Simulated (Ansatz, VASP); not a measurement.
One calculation of SnO2, two programs

The input INCAR:

```
SYSTEM = SnO2
PREC = Accurate ; ENCUT = 520
EDIFF = 1E-6 ; ISMEAR = -1
SIGMA = 0.02 ; LREAL = .FALSE.
LASPH = .TRUE. ; NELM = 80
ALGO = Normal ; ISIF = 2
LWAVE = .FALSE. ; LCHARG = .FALSE.
GGA = PE ; NBANDS = 35
```

The input KPOINTS:

```
regular mesh
0
G
  10 10 10
  0 0 0
```

File POSCAR:

```
SnO2
1.0
   -1.9996342317      1.9996342317      5.1012714375
    1.9996342317     -1.9996342317      5.1012714375
    1.9996342317      1.9996342317     -5.1012714375
Sn O
2 4
Direct
    0.7500000000      0.2500000000      0.5000000000
    0.0000000000      0.0000000000      0.0000000000
    0.5463404713      0.0463404713      0.5000000000
    0.7963404713      0.7963404713      0.0000000000
    0.2036595287      0.2036595287      0.0000000000
    0.9536595287      0.4536595287      0.5000000000
```

Input for Ansatz:

```yaml
crystal:
  lattice:
    - [-1.9996342317, 1.9996342317, 5.1012714375]
    - [1.9996342317, -1.9996342317, 5.1012714375]
    - [1.9996342317, 1.9996342317, -5.1012714375]
  atoms:
    - { symbol: Sn, position: [0.75, 0.25, 0.5] }
    - { symbol: Sn, position: [0.0, 0.0, 0.0] }
    - { symbol: O, position: [0.5463404713, 0.0463404713, 0.5] }
    - { symbol: O, position: [0.7963404713, 0.7963404713, 0.0] }
    - { symbol: O, position: [0.2036595287, 0.2036595287, 0.0] }
    - { symbol: O, position: [0.9536595287, 0.4536595287, 0.5] }
kpoints:
  mp_grid: { grid: [10, 10, 10] }
  band_path:
    path:
      - [[0.0, 0.0, 0.0], [2.343073911388e-17, 4.329913484445e-18, 0.5], [0.25, 0.25, 0.25], [5.029838371782e-17, 0.5, -1.495888725711e-17], [0.0, 0.0, 0.0], [0.5, 0.5, -0.5], [0.2884135344453, 0.7115864655547, -0.2884135344453]]
      - [[-0.2884135344453, 0.2884135344453, 0.2884135344453], [0.0, 0.0, 0.0]]
      - [[2.343073911388e-17, 4.329913484445e-18, 0.5], [-0.07682706889064, 0.07682706889064, 0.5]]
      - [[0.5, 0.5, -0.07682706889064], [0.5, 0.5, -0.5]]
    npoints: 10
hamiltonian:
  xc: pbe
scf:
  occupations: { method: fermi_dirac, width: 0.02 }
  n_extra_bands: 5
output:
  forces: true
  stress: true
  eigenvalues: true
```

Alike in both runs: task single point; functional PBE; k mesh 10 × 10 × 10; occupations fermi-dirac, width 0.02 eV; no spin polarisation.

|  | VASP | Ansatz |
| --- | --- | --- |
| version | VASP 6.6.1 | Ansatz 0.2.0 |
| potentials or method | VASP PAW PBE potentials, release 64 (Sn_d, O) | plane waves, PAW |
| plane-wave cutoff (eV) | 520 | 420 |
| valence electrons in the cell | 52 | 52 |

Ansatz gave:

* gap on the k mesh at the Fermi level (eV): 1.71
* pressure (GPa): 6.8
* traceless stress, the component that is largest in VASP (GPa): 0.22
* rms of the force components (eV/Å): 0.044

Which values does VASP return?

gap on the k mesh at the Fermi level (eV): 1.70; pressure (GPa): 7.4; traceless stress, the component that is largest in VASP (GPa): 0.38; rms of the force components (eV/Å): 0.056.

Atom by atom the forces differ by 0.013 eV/Å (rms over components).
